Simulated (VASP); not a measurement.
# TaN (Fm-3m) in VASP: notebook, part 2 of 3

VASP 6.6.1. Earlier steps stand in the parts before.

## 4. Single point, PBE

This run uses another cell than the first one, of 9.83 Å³/atom, 1.056 times its volume.

INCAR

```
SYSTEM = TaN
  PREC = Accurate
  ENCUT = 520
  EDIFF = 1E-7
  ISMEAR = -1
  SIGMA = 0.05
  LREAL = .False.
  LASPH = .True.
  NELM = 100
  ALGO = Normal
  ISIF = 2
  LWAVE = .False.
  LCHARG = .False.
  GGA = PE
  NBANDS = 15
```

KPOINTS

```
Automatic mesh
0
Gamma
  11 11 11
  0 0 0
```

POSCAR

```
TaN
1.0
    0.0000000000      2.1420606605      2.1420606605
    2.1420606605      0.0000000000      2.1420606605
    2.1420606605      2.1420606605      0.0000000000
Ta N
1 1
Direct
    0.5000000000      0.5000000000      0.5000000000
    0.0000000000      0.0000000000      0.0000000000
```

Potentials or basis: VASP PAW PBE potentials, release 64 (Ta_pv, N).

Launch:

```sh
$ cat potpaw_PBE.64/Ta_pv/POTCAR potpaw_PBE.64/N/POTCAR > POTCAR
$ mpirun -np 1 vasp_std > vasp.out
```

OUTCAR:

```text
SYSTEM = TaN
   PREC = Accurate
   ENCUT = 520
   EDIFF = 1E-7
   ISMEAR = -1
   LREAL = .False.
   LASPH = .True.
   NELM = 100
   ISIF = 2
   GGA = PE

 ion  position               nearest neighbor table
   1  0.500  0.500  0.500-   2 2.14   2 2.14   2 2.14   2 2.14   2 2.14   2 2.14
   2  0.000  0.000  0.000-   1 2.14   1 2.14   1 2.14   1 2.14   1 2.14   1 2.14

  LATTYP: Found a face centered cubic cell.
 ALAT       =     4.2841213210

  Lattice vectors:

 A1 = (   0.0000000000,   2.1420606605,   2.1420606605)
 A2 = (   2.1420606605,   0.0000000000,   2.1420606605)
 A3 = (   2.1420606605,   2.1420606605,   0.0000000000)

Analysis of symmetry for initial positions (statically):
=====================================================================
 Subroutine PRICEL returns:
 Original cell was already a primitive cell.

 Routine SETGRP: Setting up the symmetry group for a
 face centered cubic supercell.

 Subroutine GETGRP returns: Found 48 space group operations
 (whereof 48 operations were pure point group operations)
 out of a pool of 48 trial point group operations.

The static configuration has the point symmetry O_h .

Analysis of symmetry for dynamics (positions and initial velocities):
=====================================================================
 Subroutine PRICEL returns:
 Original cell was already a primitive cell.

 Routine SETGRP: Setting up the symmetry group for a
 face centered cubic supercell.

 Subroutine GETGRP returns: Found 48 space group operations
 (whereof 48 operations were pure point group operations)
 out of a pool of 48 trial point group operations.

The dynamic configuration has the point symmetry O_h .

 Subroutine INISYM returns: Found 48 space group operations
 (whereof 48 operations are pure point group operations),
 and found     1 'primitive' translations

----------------------------------------------------------------------------------------

                                     Primitive cell

  volume of cell :      19.6574

  direct lattice vectors                    reciprocal lattice vectors
     0.000000000  2.142060660  2.142060660    -0.233420094  0.233420094  0.233420094
     2.142060660  0.000000000  2.142060660     0.233420094 -0.233420094  0.233420094
     2.142060660  2.142060660  0.000000000     0.233420094  0.233420094 -0.233420094

  length of vectors
     3.029331238  3.029331238  3.029331238     0.404295462  0.404295462  0.404295462

  position of ions in fractional coordinates (direct lattice)
     0.500000000  0.500000000  0.500000000
     0.000000000  0.000000000  0.000000000

  ion indices of the primitive-cell ions
   primitive index   ion index
                 1           1
                 2           2

----------------------------------------------------------------------------------------

 KPOINTS: Automatic mesh

Automatic generation of k-mesh.
 Grid dimensions read from file:
 generate k-points for:   11   11   11

 Generating k-lattice:

  Cartesian coordinates                     Fractional coordinates (reciprocal lattice)
    -0.021220009  0.021220009  0.021220009     0.090909091  0.000000000  0.000000000
     0.021220009 -0.021220009  0.021220009     0.000000000  0.090909091  0.000000000
     0.021220009  0.021220009 -0.021220009     0.000000000  0.000000000  0.090909091
[... 40 lines left out ...]
   number of dos      NEDOS =    301   number of ions     NIONS =      2
   total plane-waves  NPLWV =  13824
   dimension x,y,z NGX =    24 NGY =   24 NGZ =   24
   dimension x,y,z NGXF=    48 NGYF=   48 NGZF=   48
   ions per type =               1   1
   NGX,Y,Z   is equivalent  to a cutoff of  13.17, 13.17, 13.17 a.u.
   NGXF,Y,Z  is equivalent  to a cutoff of  26.34, 26.34, 26.34 a.u.
 SYSTEM =  TaN
   PREC   = accura    normal or accurate (medium, high low for compatibility)
   ISTART =      0    job   : 0-new  1-cont  2-samecut
   ICHARG =      2    charge: 1-file 2-atom 10-const
   ISPIN  =      1    spin polarized calculation?
   LNONCOLLINEAR =      F non collinear calculations
   LSORBIT =      F    spin-orbit coupling
   LASPH  =      T    aspherical Exc in radial PAW
   ENCUT  =  520.0 eV  38.22 Ry    6.18 a.u.   5.63  5.63  5.63*2*pi/ulx,y,z
   NELM   =    100;   NELMIN=  2; NELMDL= -5     # of ELM steps
   EDIFF  = 0.1E-06   stopping-criterion for ELM
   LREAL  =      F    real-space projection
   EDIFFG = 0.1E-05   stopping-criterion for IOM
   NSW    =      0    number of steps for IOM
   IBRION =     -1    ionic relax: 0-MD 1-quasi-New 2-CG
   NFREE  =      0    steps in history (QN), initial steepest desc. (CG)
   ISIF   =      2    stress and relaxation
   ISYM   =      2    0-nonsym 1-usesym 2-fastsym
   POTIM  = 0.5000    time-step for ionic-motion
   TEBEG  =    0.0;   TEEND  =   0.0 temperature during run
   PSTRESS=    0.0 pullay stress
   NELECT =      16.0000    total number of electrons
   NUPDOWN=      -1.0000    fix difference up-down
   EMIN   =  10.00;   EMAX   =-10.00  energy-range for DOS
   EFERMI =   0.00;   METHOD = LEGACY
   ISMEAR =    -1;   SIGMA  =   0.05  broadening in eV -4-tet -1-fermi 0-gaus
   EFERMI_NEDOS =   21; number of points for ismear=-14 and -15
   IALGO  =     38    algorithm
   IMIX   =      4    mixing-type and parameters
     AMIX     =   0.40;   BMIX     =  1.00
     AMIX_MAG =   1.60;   BMIX_MAG =  1.00
  volume/ion in A,a.u.               =       9.83        66.33
  Fermi-wavevector in a.u.,A,eV,Ry     =   1.528527  2.888497 31.788573  2.336394
  Thomas-Fermi vector in A             =   2.636273
   LORBIT       =      0    0 simple, 1 ext, 2 COOP (PROOUT), +10 PAW based schemes
   GGA     = PE    functional components
   LHFCALC =     F    Hartree Fock is set to
   AEXX    =    0.0000 exact exchange contribution
   IVDW    =     0    specifies the selected vdW correction
   LEPSILON=     F    determine dielectric tensor
   LRPA    =     F    only Hartree local field effects (RPA)
 non-spin polarized calculation
  energy-cutoff  :      520.00
  volume of cell :       19.66
 maximum number of plane-waves:       538
   NGX = 11   NGY = 11   NGZ = 11

 number of electron      15.9999997 magnetization

 Free energy of the ion-electron system (eV)
  ---------------------------------------------------
  ext. energy  EPLUGINS =         0.00000000
  ---------------------------------------------------
  free energy    TOTEN  =       -21.60882121 eV

  energy without entropy =      -21.60386245  energy(sigma->0) =      -21.60634183

 E-fermi :  10.5039     XC(G=0): -13.8787

 val. band max:       10.4065729891   @ k =  -0.3636   0.2727   0.0909
 cond. band min:      10.5421582351   @ k =   0.0000   0.0000   0.0000
 fundamental gap:      0.1355852460
 Fermi energy:        10.5038532921

 k-point     1 :       0.0000    0.0000    0.0000
  band No.  band energies     occupation
      1     -25.1624      2.00000
      2     -25.1624      2.00000
      3     -25.1624      2.00000
      4      -9.0594      2.00000
      5       6.4061      2.00000
      6       6.4061      2.00000
      7       6.4061      2.00000
      8       8.1247      2.00000
      9       8.1247      2.00000
     10       8.1247      2.00000
     11      10.5422      0.63465
     12      10.5422      0.63464
     13      12.6885      0.00000
     14      19.8929      0.00000
[... 401 lines left out ...]
      2     -25.4045      2.00000
      3     -25.2048      2.00000
      4      -7.1556      2.00000
      5       1.6753      2.00000
      6       3.0862      2.00000
      7       4.0005      2.00000
      8       9.6767      2.00000
      9      10.0976      1.99941
     10      12.0415      0.00000
     11      12.7104      0.00000
     12      16.7201      0.00000
     13      17.0234      0.00000
     14      22.9972      0.00000
     15      24.4566      0.00000

 [... further k-points ...]

------------------------ aborting loop because EDIFF is reached ----------------------------------------

  FORCE on cell =-STRESS in cart. coord.  units (eV):
  Direction    XX          YY          ZZ          XY          YZ          ZX
  --------------------------------------------------------------------------------------
  -------------------------------------------------------------------------------------
  Total        4.7054833      4.7054833      4.7054833      0.0000000      0.0000000      0.0000000
  in kB      383.5213339    383.5213339    383.5213339      0.0000000      0.0000000      0.0000000
  external PRESSURE =     383.5213339 kB  Pullay stress =       0.0000000 kB

 VOLUME and BASIS-vectors are now :
 -----------------------------------------------------------------------------
  energy-cutoff  :      520.00
  volume of cell :       19.66
      direct lattice vectors                 reciprocal lattice vectors
     0.000000000  2.142060660  2.142060660    -0.233420094  0.233420094  0.233420094
     2.142060660  0.000000000  2.142060660     0.233420094 -0.233420094  0.233420094
     2.142060660  2.142060660  0.000000000     0.233420094  0.233420094 -0.233420094

 POSITION                                       TOTAL-FORCE (eV/Angst)
 -----------------------------------------------------------------------------------
      2.14206      2.14206      2.14206         0.000000      0.000000     -0.000000
      0.00000      0.00000      0.00000        -0.000000     -0.000000      0.000000
 -----------------------------------------------------------------------------------
    total drift:                                0.000000     -0.000000     -0.000000

  FREE ENERGIE OF THE ION-ELECTRON SYSTEM (eV)
  ---------------------------------------------------
  free  energy   TOTEN  =       -21.6088212088 eV

  energy  without entropy=      -21.6038624548  energy(sigma->0) =      -21.60634183
```

OSZICAR:

```text
N       E                     dE             d eps       ncg     rms          rms(c)
DAV:   1     0.909139296990E+02    0.90914E+02   -0.87946E+03  1680   0.114E+03
DAV:   2    -0.219882946191E+02   -0.11290E+03   -0.10616E+03  2044   0.307E+02
DAV:   3    -0.246435134148E+02   -0.26552E+01   -0.26429E+01  1883   0.444E+01
DAV:   4    -0.246527320009E+02   -0.92186E-02   -0.92165E-02  2198   0.277E+00
DAV:   5    -0.246527887574E+02   -0.56757E-04   -0.56755E-04  1862   0.187E-01    0.285E+01
DAV:   6    -0.216730227844E+02    0.29798E+01   -0.53717E+00  2020   0.268E+01    0.121E+01
DAV:   7    -0.216393178958E+02    0.33705E-01   -0.51990E-01  2002   0.582E+00    0.810E+00
DAV:   8    -0.216156398040E+02    0.23678E-01   -0.11499E-01  1848   0.280E+00    0.190E+00
DAV:   9    -0.216089445731E+02    0.66952E-02   -0.17504E-02  1883   0.110E+00    0.339E-01
DAV:  10    -0.216088777940E+02    0.66779E-04   -0.11959E-03  1869   0.399E-01    0.719E-02
DAV:  11    -0.216088233271E+02    0.54467E-04   -0.11604E-04  1897   0.125E-01    0.342E-02
DAV:  12    -0.216088217310E+02    0.15960E-05   -0.10045E-05  1925   0.305E-02    0.426E-03
DAV:  13    -0.216088211665E+02    0.56457E-06   -0.62691E-07  1862   0.624E-03    0.447E-03
DAV:  14    -0.216088212088E+02   -0.42340E-07   -0.54788E-08   896   0.210E-03
   1 F= -.21608821E+02 E0= -.21606342E+02  d E =-.495875E-02
```

It took 8.4 s on 1 thread of Intel Xeon 6975P-C (Granite Rapids), shared host; peak memory 0.14 GiB.

What came out:

```
Free energy            : -21.6088 eV
Pressure               : 38.4 GPa
Band gap on the k mesh : zero (band 8 reaches 12.35 eV, above the bottom of band 9 at 8.12 eV)
```

Caveat: spin-orbit coupling is left out, which moves the levels of the heavy elements.

## 5. Single point, PBE

This run uses another cell than the first one, of 10.09 Å³/atom, 1.083 times its volume.

INCAR

```
  ALGO = Normal
  EDIFF = 1E-6
  ENCUT = 520
  GGA = PE
  ISIF = 2
  ISMEAR = -1
  LASPH = True
  LCHARG = True
  LELF = True
  LREAL = False
  LVHAR = True
  LWAVE = False
  NBANDS = 15
  NELM = 80
  PREC = Accurate
  SIGMA = 0.05
```

KPOINTS

```
k-points
0
Gamma
  11 11 11
```

POSCAR

```
TaN
1.0
    0.0000000000      2.1606882099      2.1606882099
    2.1606882099      0.0000000000      2.1606882099
    2.1606882099      2.1606882099      0.0000000000
Ta N
1 1
Direct
    0.5000000000      0.5000000000      0.5000000000
    0.0000000000      0.0000000000      0.0000000000
```

Potentials or basis: VASP PAW PBE potentials, release 64 (Ta_pv, N).

Launch:

```sh
$ cat potpaw_PBE.64/Ta_pv/POTCAR potpaw_PBE.64/N/POTCAR > POTCAR
$ mpirun -np 1 vasp_std > vasp.out
```

OUTCAR:

```text
EDIFF = 1E-6
   ENCUT = 520
   GGA = PE
   ISIF = 2
   ISMEAR = -1
   LASPH = True
   LREAL = False
   NELM = 80
   PREC = Accurate

 ion  position               nearest neighbor table
   1  0.500  0.500  0.500-   2 2.16   2 2.16   2 2.16   2 2.16   2 2.16   2 2.16
   2  0.000  0.000  0.000-   1 2.16   1 2.16   1 2.16   1 2.16   1 2.16   1 2.16

  LATTYP: Found a face centered cubic cell.
 ALAT       =     4.3213764198

  Lattice vectors:

 A1 = (   0.0000000000,   2.1606882099,   2.1606882099)
 A2 = (   2.1606882099,   0.0000000000,   2.1606882099)
 A3 = (   2.1606882099,   2.1606882099,   0.0000000000)

Analysis of symmetry for initial positions (statically):
=====================================================================
 Subroutine PRICEL returns:
 Original cell was already a primitive cell.

 Routine SETGRP: Setting up the symmetry group for a
 face centered cubic supercell.

 Subroutine GETGRP returns: Found 48 space group operations
 (whereof 48 operations were pure point group operations)
 out of a pool of 48 trial point group operations.

The static configuration has the point symmetry O_h .
[... 173 lines left out ...]
      5       6.1749      2.00000
      6       6.1749      2.00000
      7       6.1749      2.00000
      8       7.8968      2.00000
      9       7.8968      2.00000
     10       7.8968      2.00000
     11      10.2298      0.67261
     12      10.2298      0.67260
     13      12.1398      0.00000
     14      19.5776      0.00000
[... 401 lines left out ...]
      2     -25.7413      2.00000
      3     -25.5608      2.00000
      4      -7.3359      2.00000
      5       1.5426      2.00000
      6       2.9583      2.00000
      7       3.8237      2.00000
      8       9.4007      2.00000
      9       9.8076      1.99915
     10      11.6701      0.00000
     11      12.2774      0.00000
     12      16.1973      0.00000
     13      16.4933      0.00000
     14      22.6279      0.00000
     15      23.9126      0.00000

 [... further k-points ...]

------------------------ aborting loop because EDIFF is reached ----------------------------------------

  FORCE on cell =-STRESS in cart. coord.  units (eV):
  Direction    XX          YY          ZZ          XY          YZ          ZX
  --------------------------------------------------------------------------------------
  -------------------------------------------------------------------------------------
  Total        3.2984238      3.2984238      3.2984238      0.0000000     -0.0000000     -0.0000000
  in kB      261.9453761    261.9453761    261.9453761      0.0000000     -0.0000000     -0.0000000
  external PRESSURE =     261.9453761 kB  Pullay stress =       0.0000000 kB

 VOLUME and BASIS-vectors are now :
 -----------------------------------------------------------------------------
  energy-cutoff  :      520.00
  volume of cell :       20.17
      direct lattice vectors                 reciprocal lattice vectors
     0.000000000  2.160688210  2.160688210    -0.231407751  0.231407751  0.231407751
     2.160688210  0.000000000  2.160688210     0.231407751 -0.231407751  0.231407751
     2.160688210  2.160688210  0.000000000     0.231407751  0.231407751 -0.231407751

 POSITION                                       TOTAL-FORCE (eV/Angst)
 -----------------------------------------------------------------------------------
      2.16069      2.16069      2.16069        -0.000000     -0.000000     -0.000000
      0.00000      0.00000      0.00000         0.000000      0.000000      0.000000
 -----------------------------------------------------------------------------------
    total drift:                                0.000000     -0.000000     -0.000000

  FREE ENERGIE OF THE ION-ELECTRON SYSTEM (eV)
  ---------------------------------------------------
  free  energy   TOTEN  =       -21.7131059678 eV

  energy  without entropy=      -21.7078576384  energy(sigma->0) =      -21.71048180
```

Run time: 6.3 s. Hardware: 1 thread of Intel Xeon 6975P-C (Granite Rapids), shared host; peak memory 0.15 GiB.

Results:

| Item | Value |
| --- | --- |
| Free energy | -21.7131 eV |
| Pressure | 26.2 GPa |
| Band gap on the k mesh | zero (band 8 reaches 11.97 eV, above the bottom of band 9 at 7.90 eV) |

Levels at points of the mesh, in eV from the Fermi level:
| k point | band 6 | band 7 | band 8 | band 9 | band 10 | band 11 |
| --- | --- | --- | --- | --- | --- | --- |
| (0.00, 0.00, 0.00) | -4.02 | -4.02 | -2.30 | -2.30 | -2.30 | 0.03 |

Caveat: spin-orbit coupling is left out, which moves the levels of the heavy elements.

(Part 2 of 3 ends here.)
